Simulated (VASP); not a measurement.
# CsCl (Pm-3m) in VASP: further runs

Aim: see how the results for CsCl move with the level of theory and the settings. Levels: PBE, r2SCAN. Tasks: single point.

Program: VASP 6.6.1. These are calculated values, not measurements. Logs are shortened: lines on timing, memory, paths and dates and some standing lists are left out, and cuts for length are marked.

## Step 1: The cell of the first run

The structure is cubic, space group Pm-3m (No. 221). Conventional cell: a = 4.141 Å, b = 4.141 Å, c = 4.141 Å, α = 90.00°, β = 90.00°, γ = 90.00°. Within 4.7 Å of Cs (site symmetry m-3m) lie 8 Cl at 3.59 Å and 6 Cs at 4.14 Å. Within 4.7 Å of Cl (site symmetry m-3m) lie 8 Cs at 3.59 Å and 6 Cl at 4.14 Å.

## Step 2: Single point, PBE

INCAR reads:

```
SYSTEM = CsCl
ALGO = Normal ; EDIFF = 1E-6
ENCUT = 500 ; GGA = PE
GGA_COMPAT = .False. ; ISIF = 2
ISMEAR = 0 ; LASPH = .True.
LCHARG = .False. ; LREAL = .False.
LWAVE = .False. ; NBANDS = 15
NELM = 120 ; PREC = Accurate
SIGMA = 0.01
```

KPOINTS reads:

```
k-points
0
Gamma
  6 6 6
  0 0 0
```

POSCAR reads:

```
CsCl
1.0
    4.1406758780      0.0000000000      0.0000000000
    0.0000000000      4.1406758780      0.0000000000
    0.0000000000      0.0000000000      4.1406758780
Cs Cl
1 1
Direct
    0.0000000000      0.0000000000      0.0000000000
    0.5000000000      0.5000000000      0.5000000000
```

Potentials or basis: VASP PAW PBE potentials, release 64 (Cs_sv, Cl).

Launch:

```sh
$ cat potpaw_PBE.64/Cs_sv/POTCAR potpaw_PBE.64/Cl/POTCAR > POTCAR
$ mpirun -np 1 vasp_std > vasp.out
```

OUTCAR:

```text
SYSTEM = CsCl
   EDIFF = 1E-6
   ENCUT = 500
   GGA = PE
   ISIF = 2
   ISMEAR = 0
   LASPH = .True.
   LREAL = .False.
   NELM = 120
   PREC = Accurate

 ion  position               nearest neighbor table
   1  0.000  0.000  0.000-
   2  0.500  0.500  0.500-

  LATTYP: Found a simple cubic cell.
 ALAT       =     4.1406758780

  Lattice vectors:

 A1 = (   4.1406758780,   0.0000000000,   0.0000000000)
 A2 = (   0.0000000000,   4.1406758780,   0.0000000000)
 A3 = (   0.0000000000,   0.0000000000,   4.1406758780)

Analysis of symmetry for initial positions (statically):
=====================================================================
 Subroutine PRICEL returns:
 Original cell was already a primitive cell.

 Routine SETGRP: Setting up the symmetry group for a
 simple cubic supercell.

 Subroutine GETGRP returns: Found 48 space group operations
 (whereof 48 operations were pure point group operations)
 out of a pool of 48 trial point group operations.

The static configuration has the point symmetry O_h .

Analysis of symmetry for dynamics (positions and initial velocities):
=====================================================================
 Subroutine PRICEL returns:
 Original cell was already a primitive cell.

 Routine SETGRP: Setting up the symmetry group for a
 simple cubic supercell.

 Subroutine GETGRP returns: Found 48 space group operations
 (whereof 48 operations were pure point group operations)
 out of a pool of 48 trial point group operations.

The dynamic configuration has the point symmetry O_h .

 Subroutine INISYM returns: Found 48 space group operations
 (whereof 48 operations are pure point group operations),
 and found     1 'primitive' translations

----------------------------------------------------------------------------------------

                                     Primitive cell

  volume of cell :      70.9927

  direct lattice vectors                    reciprocal lattice vectors
     4.140675878  0.000000000  0.000000000     0.241506466  0.000000000  0.000000000
     0.000000000  4.140675878  0.000000000     0.000000000  0.241506466  0.000000000
     0.000000000  0.000000000  4.140675878     0.000000000  0.000000000  0.241506466

  length of vectors
     4.140675878  4.140675878  4.140675878     0.241506466  0.241506466  0.241506466

  position of ions in fractional coordinates (direct lattice)
     0.000000000  0.000000000  0.000000000
     0.500000000  0.500000000  0.500000000

  ion indices of the primitive-cell ions
   primitive index   ion index
                 1           1
                 2           2

----------------------------------------------------------------------------------------

 KPOINTS: k-points

Automatic generation of k-mesh.
 Grid dimensions read from file:
 generate k-points for:    6    6    6

 Generating k-lattice:

  Cartesian coordinates                     Fractional coordinates (reciprocal lattice)
     0.040251078  0.000000000  0.000000000     0.166666667  0.000000000  0.000000000
     0.000000000  0.040251078  0.000000000     0.000000000  0.166666667  0.000000000
     0.000000000  0.000000000  0.040251078     0.000000000  0.000000000  0.166666667

  Length of vectors
     0.040251078  0.040251078  0.040251078

  Shift w.r.t. Gamma in fractional coordinates (k-lattice)
     0.000000000  0.000000000  0.000000000

 Subroutine IBZKPT returns following result:
 ===========================================

 Found     20 irreducible k-points:

 Following reciprocal coordinates:
            Coordinates               Weight
  0.000000  0.000000  0.000000      1.000000
  0.166667  0.000000  0.000000      6.000000
  0.333333  0.000000  0.000000      6.000000
  0.500000  0.000000  0.000000      3.000000
  0.166667  0.166667  0.000000     12.000000
  0.333333  0.166667  0.000000     24.000000
[... 12 lines left out ...]
  0.500000  0.500000  0.333333      6.000000
  0.500000  0.500000  0.500000      1.000000
   k-points           NKPTS =     20   k-points in BZ     NKDIM =     20   number of bands    NBANDS=     15
   number of dos      NEDOS =    301   number of ions     NIONS =      2
   total plane-waves  NPLWV =  27000
   dimension x,y,z NGX =    30 NGY =   30 NGZ =   30
   dimension x,y,z NGXF=    60 NGYF=   60 NGZF=   60
   ions per type =               1   1
   NGX,Y,Z   is equivalent  to a cutoff of  12.04, 12.04, 12.04 a.u.
   NGXF,Y,Z  is equivalent  to a cutoff of  24.09, 24.09, 24.09 a.u.
 SYSTEM =  CsCl
   PREC   = accura    normal or accurate (medium, high low for compatibility)
   ISTART =      0    job   : 0-new  1-cont  2-samecut
   ICHARG =      2    charge: 1-file 2-atom 10-const
   ISPIN  =      1    spin polarized calculation?
   LNONCOLLINEAR =      F non collinear calculations
   LSORBIT =      F    spin-orbit coupling
   LASPH  =      T    aspherical Exc in radial PAW
   ENCUT  =  500.0 eV  36.75 Ry    6.06 a.u.   7.55  7.55  7.55*2*pi/ulx,y,z
   NELM   =    120;   NELMIN=  2; NELMDL= -5     # of ELM steps
   EDIFF  = 0.1E-05   stopping-criterion for ELM
   LREAL  =      F    real-space projection
   EDIFFG = 0.1E-04   stopping-criterion for IOM
   NSW    =      0    number of steps for IOM
   IBRION =     -1    ionic relax: 0-MD 1-quasi-New 2-CG
   NFREE  =      0    steps in history (QN), initial steepest desc. (CG)
   ISIF   =      2    stress and relaxation
   ISYM   =      2    0-nonsym 1-usesym 2-fastsym
   POTIM  = 0.5000    time-step for ionic-motion
   TEBEG  =    0.0;   TEEND  =   0.0 temperature during run
   PSTRESS=    0.0 pullay stress
   NELECT =      16.0000    total number of electrons
   NUPDOWN=      -1.0000    fix difference up-down
   EMIN   =  10.00;   EMAX   =-10.00  energy-range for DOS
   EFERMI =   0.00;   METHOD = LEGACY
   ISMEAR =     0;   SIGMA  =   0.01  broadening in eV -4-tet -1-fermi 0-gaus
   EFERMI_NEDOS =   21; number of points for ismear=-14 and -15
   IALGO  =     38    algorithm
   IMIX   =      4    mixing-type and parameters
     AMIX     =   0.40;   BMIX     =  1.00
     AMIX_MAG =   1.60;   BMIX_MAG =  1.00
  volume/ion in A,a.u.               =      35.50       239.54
  Fermi-wavevector in a.u.,A,eV,Ry     =   0.996270  1.882677 13.504508  0.992553
  Thomas-Fermi vector in A             =   2.128347
   LORBIT       =      0    0 simple, 1 ext, 2 COOP (PROOUT), +10 PAW based schemes
   GGA     = PE    functional components
   LHFCALC =     F    Hartree Fock is set to
   AEXX    =    0.0000 exact exchange contribution
   IVDW    =     0    specifies the selected vdW correction
   LEPSILON=     F    determine dielectric tensor
   LRPA    =     F    only Hartree local field effects (RPA)
 non-spin polarized calculation
 Gauss-broadening in eV      SIGMA  =   0.01
  energy-cutoff  :      500.00
  volume of cell :       70.99
 maximum number of plane-waves:      1856
   NGX = 15   NGY = 15   NGZ = 15

 number of electron      15.9999997 magnetization

 Free energy of the ion-electron system (eV)
  ---------------------------------------------------
  ext. energy  EPLUGINS =         0.00000000
  ---------------------------------------------------
  free energy    TOTEN  =        -6.53224818 eV

  energy without entropy =       -6.53224818  energy(sigma->0) =       -6.53224818

 E-fermi :  -0.3280     XC(G=0):  -8.1984

 val. band max:       -0.3832538011   @ k =   0.0000   0.0000   0.0000
 cond. band min:       4.8190093448   @ k =   0.0000   0.0000   0.0000
 fundamental gap:      5.2022631459
 Fermi energy:        -0.3279869606

 k-point     1 :       0.0000    0.0000    0.0000
  band No.  band energies     occupation
      1     -19.7826      2.00000
      2     -12.5437      2.00000
      3      -6.2783      2.00000
      4      -6.2783      2.00000
      5      -6.2783      2.00000
      6      -0.3833      2.00000
      7      -0.3833      2.00000
      8      -0.3833      2.00000
      9       4.8190      0.00000
     10       5.0225      0.00000
     11       5.0225      0.00000
     12       9.5980      0.00000
     13       9.5980      0.00000
     14       9.5980      0.00000
     15      12.7755      0.00000

 k-point     2 :       0.1667    0.0000    0.0000
  band No.  band energies     occupation
      1     -19.7634      2.00000
      2     -12.5526      2.00000
      3      -6.4221      2.00000
      4      -6.2456      2.00000
      5      -6.2456      2.00000
      6      -0.7222      2.00000
      7      -0.4373      2.00000
      8      -0.4373      2.00000
      9       5.2045      0.00000
     10       5.4188      0.00000
     11       5.6779      0.00000
     12       9.3849      0.00000
     13       9.3849      0.00000
     14       9.7517      0.00000
     15      11.3541      0.00000

 k-point     3 :       0.3333    0.0000    0.0000
  band No.  band energies     occupation
      1     -19.7246      2.00000
      2     -12.5729      2.00000
      3      -6.6796      2.00000
      4      -6.1782      2.00000
      5      -6.1782      2.00000
      6      -1.2821      2.00000
      7      -0.5499      2.00000
      8      -0.5499      2.00000
      9       5.6768      0.00000
     10       6.5397      0.00000
     11       7.3353      0.00000
     12       9.1272      0.00000
     13       9.1272      0.00000
     14       9.6627      0.00000
     15      10.1328      0.00000
[... 271 lines left out ...]
 k-point    19 :       0.5000    0.5000    0.3333
  band No.  band energies     occupation
      1     -19.5917      2.00000
      2     -12.4010      2.00000
      3      -6.8550      2.00000
      4      -6.8550      2.00000
      5      -6.6249      2.00000
      6      -1.2882      2.00000
      7      -1.2882      2.00000
      8      -1.2295      2.00000
      9       7.4094      0.00000
     10       7.8712      0.00000
     11       7.8712      0.00000
     12       8.3028      0.00000
     13      10.4646      0.00000
     14      10.4646      0.00000
     15      11.9106      0.00000

 k-point    20 :       0.5000    0.5000    0.5000
  band No.  band energies     occupation
      1     -19.5759      2.00000
      2     -12.3814      2.00000
      3      -6.7947      2.00000
      4      -6.7947      2.00000
      5      -6.7947      2.00000
      6      -1.4477      2.00000
      7      -1.4477      2.00000
      8      -1.4477      2.00000
      9       8.0552      0.00000
     10       8.0552      0.00000
     11       8.0552      0.00000
     12      10.0708      0.00000
     13      10.0708      0.00000
     14      10.0708      0.00000
     15      11.9669      0.00000

------------------------ aborting loop because EDIFF is reached ----------------------------------------

  FORCE on cell =-STRESS in cart. coord.  units (eV):
  Direction    XX          YY          ZZ          XY          YZ          ZX
  --------------------------------------------------------------------------------------
  -------------------------------------------------------------------------------------
  Total        0.3445295      0.3445295      0.3445295      0.0000000      0.0000000     -0.0000000
  in kB        7.7754092      7.7754092      7.7754092      0.0000000      0.0000000     -0.0000000
  external PRESSURE =       7.7754092 kB  Pullay stress =       0.0000000 kB

 VOLUME and BASIS-vectors are now :
 -----------------------------------------------------------------------------
  energy-cutoff  :      500.00
  volume of cell :       70.99
      direct lattice vectors                 reciprocal lattice vectors
     4.140675878  0.000000000  0.000000000     0.241506466  0.000000000  0.000000000
     0.000000000  4.140675878  0.000000000     0.000000000  0.241506466  0.000000000
     0.000000000  0.000000000  4.140675878     0.000000000  0.000000000  0.241506466

 POSITION                                       TOTAL-FORCE (eV/Angst)
 -----------------------------------------------------------------------------------
      0.00000      0.00000      0.00000         0.000000      0.000000      0.000000
      2.07034      2.07034      2.07034         0.000000      0.000000      0.000000
 -----------------------------------------------------------------------------------
    total drift:                                0.000000      0.000000      0.000000

  FREE ENERGIE OF THE ION-ELECTRON SYSTEM (eV)
  ---------------------------------------------------
  free  energy   TOTEN  =        -6.5322481791 eV

  energy  without entropy=       -6.5322481791  energy(sigma->0) =       -6.53224818
```

Wall time 13 s (1 thread of Intel Xeon Platinum 8259CL at 2.50GHz (Skylake/Cascade Lake), shared host); peak memory 0.17 GiB.

Results:

```
Free energy            : -6.5322 eV
Pressure               : 0.8 GPa
Band gap on the k mesh : 5.20 eV, direct
```

Caveat: spin-orbit coupling is left out, which moves the levels of the heavy elements.

(Continued in part 2 of 2.)
